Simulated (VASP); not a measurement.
Crystal: Mg2C.

```
C Mg
1.0
     0.00000    2.71094    2.71094
     2.58543    0.00000    2.71094
     2.58543    2.71094    0.00000
C Mg
1 2
Cartesian
  0.0000 0.0000 0.0000
  1.2927 1.3555 1.3555
  3.8781 4.0664 4.0664
```

This cell differs from its parent crystal: uniaxial x strain -4.6%.

Program: VASP 6.6.1. Alike in all runs: task single point; potentials or basis VASP PAW PBE potentials, release 64 (C, Mg); no spin polarisation; cell as given.

**Question.** Order these runs on this cell by their band gap on the k mesh, lowest first.
A. level HSE06; k mesh 6 × 6 × 6; cutoff (eV) 520; smearing gaussian 0.01 eV; grid for exact exchange (PRECFOCK) Normal; share of exact exchange 0.25; screening parameter 0.2079 1/Å
B. level PBE; k mesh 8 × 8 × 8; cutoff (eV) 600; smearing fermi-dirac 0.02 eV
C. level r2SCAN; k mesh 8 × 8 × 8; cutoff (eV) 660; smearing gaussian 0.01 eV

**Answer.** B (0.51 eV), C (0.88 eV), A (1.18 eV).

Caveats: the structure was generated, so it needn't be the stable form of Mg2C; semilocal functionals underestimate gaps, and a narrow one can read as zero (at least some runs).

A k mesh can miss the band edges.
